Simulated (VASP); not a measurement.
# TiAl3N4 (Pm-3m) in VASP: density of states with PBE

Aim: the density of states of TiAl3N4 with PBE.

All numbers are computed with VASP 6.6.1; they aren't measurements. Logs are shortened: lines on timing, memory, paths and dates and some standing lists are left out, and cuts for length are marked.

## Step 1: The cell of the first run

Symmetry: Pm-3m, No. 221, cubic system. The conventional cell has a = 4.136 Å, b = 4.136 Å, c = 4.136 Å, α = 90.00°, β = 90.00°, γ = 90.00°. Within 2.7 Å of Ti (site symmetry m-3m) lie 6 N at 2.07 Å. Al (site symmetry 4/mmm) has 6 N at 2.07 Å within 2.7 Å. Within 2.7 Å of N (site symmetry 4/mmm) lie 2 Ti at 2.07 Å and 4 Al at 2.07 Å. N (site symmetry m-3m) has 6 Al at 2.07 Å within 2.7 Å.

## Step 2: Density of states, PBE

POSCAR reads:

```
TiAl3N4
1.0
    4.1356402345      0.0000000000      0.0000000000
    0.0000000000      4.1356402345      0.0000000000
    0.0000000000      0.0000000000      4.1356402345
Ti Al N
1 3 4
Direct
    0.5000000000      0.5000000000      0.5000000000
    0.0000000000      0.0000000000      0.5000000000
    0.5000000000      0.0000000000      0.0000000000
    0.0000000000      0.5000000000      0.0000000000
    0.5000000000      0.5000000000      0.0000000000
    0.0000000000      0.5000000000      0.5000000000
    0.5000000000      0.0000000000      0.5000000000
    0.0000000000      0.0000000000      0.0000000000
```

INCAR.step1 reads:

```
PREC     = Accurate       # precision mode
ENCUT    = 520            # plane-wave cutoff, eV
EDIFF    = 1E-6           # SCF threshold, eV
ISMEAR   = 0              # smearing method
SIGMA    = 0.1            # smearing width, eV
LREAL    = F              # projectors in reciprocal space
LASPH    = T              # aspherical terms in the spheres
NELM     = 100            # most SCF steps
ALGO     = Normal         # electronic algorithm
ISIF     = 2              # what is computed and relaxed
LWAVE    = F              # write WAVECAR
LCHARG   = T              # write CHGCAR
LMAXMIX  = 4              # l up to which the mixer works
GGA      = PE             # functional
NBANDS   = 30             # bands
```

KPOINTS.step1 reads:

```
regular mesh
0
Gamma
  10 10 10
```

INCAR.step2 reads:

```
PREC     = Accurate       # precision mode
ENCUT    = 520            # plane-wave cutoff, eV
EDIFF    = 1E-6           # SCF threshold, eV
ISMEAR   = -5             # smearing method
SIGMA    = 0.1            # smearing width, eV
LREAL    = F              # projectors in reciprocal space
LASPH    = T              # aspherical terms in the spheres
NELM     = 100            # most SCF steps
ALGO     = Normal         # electronic algorithm
ISIF     = 2              # what is computed and relaxed
LWAVE    = F              # write WAVECAR
LCHARG   = F              # write CHGCAR
LMAXMIX  = 4              # l up to which the mixer works
GGA      = PE             # functional
LORBIT   = 11             # projections on sites
NBANDS   = 30             # bands
NEDOS    = 2001           # points of the DOS
ICHARG   = 11             # starting density
```

KPOINTS.step2 reads:

```
regular mesh
0
Gamma
  15 15 15
```

Potentials or basis: VASP PAW PBE potentials, release 64 (Ti_sv, Al, N).

Command:

```
cat potpaw_PBE.64/Ti_sv/POTCAR potpaw_PBE.64/Al/POTCAR potpaw_PBE.64/N/POTCAR > POTCAR
cp INCAR.step1 INCAR
cp KPOINTS.step1 KPOINTS
mpirun -np 1 vasp_std > vasp.out
cp INCAR.step2 INCAR
cp KPOINTS.step2 KPOINTS
mpirun -np 1 vasp_std > vasp.out
```

OUTCAR:

```text
PREC = Accurate
   ENCUT = 520
   EDIFF = 1E-6
   ISMEAR = -5
   LREAL = F
   LASPH = T
   NELM = 100
   ISIF = 2
   GGA = PE
   LORBIT = 11
   ICHARG = 11

 ion  position               nearest neighbor table
   1  0.500  0.500  0.500-   5 2.07   6 2.07   7 2.07   5 2.07   7 2.07   6 2.07   3 2.92   4 2.92
                             2 2.92   2 2.92   3 2.92   3 2.92   3 2.92   2 2.92   4 2.92   4 2.92
   2  0.000  0.000  0.500-   6 2.07   7 2.07   8 2.07   8 2.07   6 2.07   7 2.07   3 2.92   4 2.92
                             1 2.92   1 2.92   4 2.92   3 2.92   4 2.92   1 2.92   3 2.92   4 2.92
   3  0.500  0.000  0.000-   5 2.07   7 2.07   8 2.07   7 2.07   5 2.07   8 2.07   1 2.92   2 2.92
                             1 2.92   1 2.92   4 2.92   2 2.92   1 2.92   2 2.92   4 2.92   4 2.92
   4  0.000  0.500  0.000-   5 2.07   6 2.07   8 2.07   6 2.07   8 2.07   5 2.07   1 2.92   2 2.92
                             1 2.92   2 2.92   3 2.92   2 2.92   2 2.92   1 2.92   3 2.92   3 2.92
   5  0.500  0.500  0.000-   1 2.07   3 2.07   4 2.07   1 2.07   3 2.07   4 2.07
   6  0.000  0.500  0.500-   1 2.07   2 2.07   4 2.07   4 2.07   2 2.07   1 2.07
   7  0.500  0.000  0.500-   1 2.07   2 2.07   3 2.07   3 2.07   1 2.07   2 2.07
   8  0.000  0.000  0.000-   2 2.07   3 2.07   4 2.07   2 2.07   4 2.07   3 2.07

  LATTYP: Found a simple cubic cell.
 ALAT       =     4.1356402345

  Lattice vectors:

 A1 = (   4.1356402345,   0.0000000000,   0.0000000000)
 A2 = (   0.0000000000,   4.1356402345,   0.0000000000)
 A3 = (   0.0000000000,   0.0000000000,   4.1356402345)

Analysis of symmetry for initial positions (statically):
=====================================================================
 Subroutine PRICEL returns:
 Original cell was already a primitive cell.

 Routine SETGRP: Setting up the symmetry group for a
 simple cubic supercell.

 Subroutine GETGRP returns: Found 48 space group operations
 (whereof 48 operations were pure point group operations)
 out of a pool of 48 trial point group operations.

The static configuration has the point symmetry O_h .

Analysis of symmetry for dynamics (positions and initial velocities):
=====================================================================
 Subroutine PRICEL returns:
 Original cell was already a primitive cell.

 Routine SETGRP: Setting up the symmetry group for a
 simple cubic supercell.

 Subroutine GETGRP returns: Found 48 space group operations
 (whereof 48 operations were pure point group operations)
 out of a pool of 48 trial point group operations.

The dynamic configuration has the point symmetry O_h .

 Subroutine INISYM returns: Found 48 space group operations
 (whereof 48 operations are pure point group operations),
 and found     1 'primitive' translations

----------------------------------------------------------------------------------------

                                     Primitive cell

  volume of cell :      70.7340

  direct lattice vectors                    reciprocal lattice vectors
     4.135640235  0.000000000  0.000000000     0.241800530  0.000000000  0.000000000
     0.000000000  4.135640235  0.000000000     0.000000000  0.241800530  0.000000000
     0.000000000  0.000000000  4.135640235     0.000000000  0.000000000  0.241800530

  length of vectors
     4.135640235  4.135640235  4.135640235     0.241800530  0.241800530  0.241800530

  position of ions in fractional coordinates (direct lattice)
     0.500000000  0.500000000  0.500000000
     0.000000000  0.000000000  0.500000000
     0.500000000  0.000000000  0.000000000
     0.000000000  0.500000000  0.000000000
     0.500000000  0.500000000  0.000000000
     0.000000000  0.500000000  0.500000000
     0.500000000  0.000000000  0.500000000
     0.000000000  0.000000000  0.000000000

  ion indices of the primitive-cell ions
   primitive index   ion index
                 1           1
                 2           2
                 3           3
                 4           4
                 5           5
                 6           6
                 7           7
                 8           8

----------------------------------------------------------------------------------------

 KPOINTS: regular mesh

Automatic generation of k-mesh.
 Grid dimensions read from file:
 generate k-points for:   15   15   15

 Generating k-lattice:

  Cartesian coordinates                     Fractional coordinates (reciprocal lattice)
     0.016120035  0.000000000  0.000000000     0.066666667  0.000000000  0.000000000
     0.000000000  0.016120035  0.000000000     0.000000000  0.066666667  0.000000000
     0.000000000  0.000000000  0.016120035     0.000000000  0.000000000  0.066666667

  Length of vectors
     0.016120035  0.016120035  0.016120035

  Shift w.r.t. Gamma in fractional coordinates (k-lattice)
     0.000000000  0.000000000  0.000000000

 TETIRR: Found   1667 inequivalent tetrahedra from    20250

 Subroutine IBZKPT returns following result:
 ===========================================

 Found    120 irreducible k-points:

 Following reciprocal coordinates:
            Coordinates               Weight
  0.000000  0.000000  0.000000      1.000000
  0.066667  0.000000  0.000000      6.000000
  0.133333  0.000000  0.000000      6.000000
  0.200000  0.000000  0.000000      6.000000
  0.266667  0.000000  0.000000      6.000000
  0.333333  0.000000  0.000000      6.000000
[... 16 lines left out ...]
  0.266667  0.200000  0.000000     24.000000
  0.333333  0.200000  0.000000     24.000000
 [... further k-points ...]
   k-points           NKPTS =    120   k-points in BZ     NKDIM =    120   number of bands    NBANDS=     30
   number of dos      NEDOS =   2001   number of ions     NIONS =      8
   total plane-waves  NPLWV =  32768
   dimension x,y,z NGX =    32 NGY =   32 NGZ =   32
   dimension x,y,z NGXF=    64 NGYF=   64 NGZF=   64
   ions per type =               1   3   4
   NGX,Y,Z   is equivalent  to a cutoff of  12.86, 12.86, 12.86 a.u.
   NGXF,Y,Z  is equivalent  to a cutoff of  25.73, 25.73, 25.73 a.u.
 SYSTEM =  unknown system
   PREC   = accura    normal or accurate (medium, high low for compatibility)
   ISTART =      0    job   : 0-new  1-cont  2-samecut
   ICHARG =     11    charge: 1-file 2-atom 10-const
   ISPIN  =      1    spin polarized calculation?
   LNONCOLLINEAR =      F non collinear calculations
   LSORBIT =      F    spin-orbit coupling
   LASPH  =      T    aspherical Exc in radial PAW
   ENCUT  =  520.0 eV  38.22 Ry    6.18 a.u.   7.69  7.69  7.69*2*pi/ulx,y,z
   NELM   =    100;   NELMIN=  2; NELMDL=  0     # of ELM steps
   EDIFF  = 0.1E-05   stopping-criterion for ELM
   LREAL  =      F    real-space projection
   EDIFFG = 0.1E-04   stopping-criterion for IOM
   NSW    =      0    number of steps for IOM
   IBRION =     -1    ionic relax: 0-MD 1-quasi-New 2-CG
   NFREE  =      0    steps in history (QN), initial steepest desc. (CG)
   ISIF   =      2    stress and relaxation
   ISYM   =      2    0-nonsym 1-usesym 2-fastsym
   POTIM  = 0.5000    time-step for ionic-motion
   TEBEG  =    0.0;   TEEND  =   0.0 temperature during run
   PSTRESS=    0.0 pullay stress
   NELECT =      41.0000    total number of electrons
   NUPDOWN=      -1.0000    fix difference up-down
   EMIN   =  10.00;   EMAX   =-10.00  energy-range for DOS
   EFERMI =   0.00;   METHOD = LEGACY
   ISMEAR =    -5;   SIGMA  =   0.10  broadening in eV -4-tet -1-fermi 0-gaus
   EFERMI_NEDOS =   21; number of points for ismear=-14 and -15
   IALGO  =     38    algorithm
   IMIX   =      4    mixing-type and parameters
     AMIX     =   0.40;   BMIX     =  1.00
     AMIX_MAG =   1.60;   BMIX_MAG =  1.00
  volume/ion in A,a.u.               =       8.84        59.67
  Fermi-wavevector in a.u.,A,eV,Ry     =   1.364981  2.579441 25.350020  1.863174
  Thomas-Fermi vector in A             =   2.491250
   LORBIT       =     11    0 simple, 1 ext, 2 COOP (PROOUT), +10 PAW based schemes
   GGA     = PE    functional components
   LHFCALC =     F    Hartree Fock is set to
   AEXX    =    0.0000 exact exchange contribution
   IVDW    =     0    specifies the selected vdW correction
   LEPSILON=     F    determine dielectric tensor
   LRPA    =     F    only Hartree local field effects (RPA)
 non-spin polarized calculation
 Fermi weights with tetrahedron method with Bloechl corrections
  energy-cutoff  :      520.00
  volume of cell :       70.73
 maximum number of plane-waves:      1935
 NGX is ok and might be reduce to    32

 number of electron      40.9999998 magnetization

 Free energy of the ion-electron system (eV)
  ---------------------------------------------------
  ext. energy  EPLUGINS =         0.00000000
  ---------------------------------------------------
  free energy    TOTEN  =       -62.05564087 eV

  energy without entropy =      -62.05564087  energy(sigma->0) =      -62.05564087

 E-fermi :  12.0321     XC(G=0): -12.3451

 val. band max:       12.0138151313   @ k =   0.4000   0.2000   0.0667
 cond. band min:      12.0060806377   @ k =   0.2000   0.2000   0.1333
 fundamental gap:     -0.0077344936
 Fermi energy:        12.0321299146

 k-point     1 :       0.0000    0.0000    0.0000
  band No.  band energies     occupation
      1     -45.8196      2.00000
      2     -22.1751      2.00000
      3     -22.1751      2.00000
      4     -22.1751      2.00000
      5      -7.2200      2.00000
      6      -4.0537      2.00000
[... 22 lines left out ...]
     29      17.4197      0.00000
     30      17.4197      0.00000

 k-point     2 :       0.0667    0.0000    0.0000
  band No.  band energies     occupation
      1     -45.8195      2.00000
      2     -22.1767      2.00000
      3     -22.1750      2.00000
      4     -22.1750      2.00000
      5      -7.1899      2.00000
      6      -4.0683      2.00000
[... 22 lines left out ...]
     29      17.3973      0.00000
     30      17.4962      0.00000

 k-point     3 :       0.1333    0.0000    0.0000
  band No.  band energies     occupation
      1     -45.8195      2.00000
      2     -22.1810      2.00000
      3     -22.1748      2.00000
      4     -22.1748      2.00000
      5      -7.1015      2.00000
      6      -4.1359      2.00000
[... 682 lines left out ...]
     29      17.7127      0.00000
     30      18.5347      0.00000

 k-point    24 :       0.3333    0.2000    0.0000
  band No.  band energies     occupation
      1     -45.8188      2.00000
      2     -22.2007      2.00000
      3     -22.1856      2.00000
      4     -22.1730      2.00000
      5      -6.2753      2.00000
      6      -4.6980      2.00000
[... 22 lines left out ...]
     29      17.6679      0.00000
     30      19.0029      0.00000

 [... further k-points ...]

------------------------ aborting loop because EDIFF is reached ----------------------------------------

  FORCE on cell =-STRESS in cart. coord.  units (eV):
  Direction    XX          YY          ZZ          XY          YZ          ZX
  --------------------------------------------------------------------------------------
  -------------------------------------------------------------------------------------
  Total       -0.0653532     -0.0653532     -0.0653532     -0.0000000     -0.0000000      0.0000000
  in kB       -1.4802989     -1.4802989     -1.4802989     -0.0000000     -0.0000000      0.0000000
  external PRESSURE =      -1.4802989 kB  Pullay stress =       0.0000000 kB

 VOLUME and BASIS-vectors are now :
 -----------------------------------------------------------------------------
  energy-cutoff  :      520.00
  volume of cell :       70.73
      direct lattice vectors                 reciprocal lattice vectors
     4.135640235  0.000000000  0.000000000     0.241800530  0.000000000  0.000000000
     0.000000000  4.135640235  0.000000000     0.000000000  0.241800530  0.000000000
     0.000000000  0.000000000  4.135640235     0.000000000  0.000000000  0.241800530

 POSITION                                       TOTAL-FORCE (eV/Angst)
 -----------------------------------------------------------------------------------
      2.06782      2.06782      2.06782         0.000000      0.000000      0.000000
      0.00000      0.00000      2.06782         0.000000      0.000000      0.000000
      2.06782      0.00000      0.00000         0.000000      0.000000      0.000000
      0.00000      2.06782      0.00000         0.000000      0.000000      0.000000
      2.06782      2.06782      0.00000         0.000000      0.000000      0.000000
      0.00000      2.06782      2.06782         0.000000      0.000000      0.000000
      2.06782      0.00000      2.06782         0.000000      0.000000      0.000000
      0.00000      0.00000      0.00000         0.000000      0.000000      0.000000
 -----------------------------------------------------------------------------------
    total drift:                                0.000000     -0.000000     -0.000000

  FREE ENERGIE OF THE ION-ELECTRON SYSTEM (eV)
  ---------------------------------------------------
  free  energy   TOTEN  =       -62.0556408654 eV

  energy  without entropy=      -62.0556408654  energy(sigma->0) =      -62.05564087

 total charge

# of ion       s       p       d       tot
------------------------------------------
    1        2.212   6.279   2.017  10.508
    2        0.306   0.368   0.000   0.674
    3        0.306   0.368   0.000   0.674
    4        0.306   0.368   0.000   0.674
    5        1.229   2.586   0.000   3.815
    6        1.229   2.586   0.000   3.815
    7        1.229   2.586   0.000   3.815
    8        1.218   2.592   0.000   3.811
--------------------------------------------------
tot          8.032  17.736   2.017  27.785
```

Wall time 2 min (1 thread of Intel Xeon Platinum 8488C (Sapphire Rapids), shared host); peak memory 0.34 GiB.

What came out:

```
Valence electrons inside the program's atomic spheres : Ti 10.51; Al 0.67; N 3.81
```

Levels at points of the mesh, in eV from the Fermi level:
```csv
k point,band 17,band 18,band 19,band 20,band 21,band 22,band 23,band 24
"(0.00, 0.00, 0.00)",-4.28,-2.43,-2.43,-2.43,-1.16,-1.16,-1.16,1.12
```

Caveat: tetrahedron occupations give inexact forces and stress in metals.
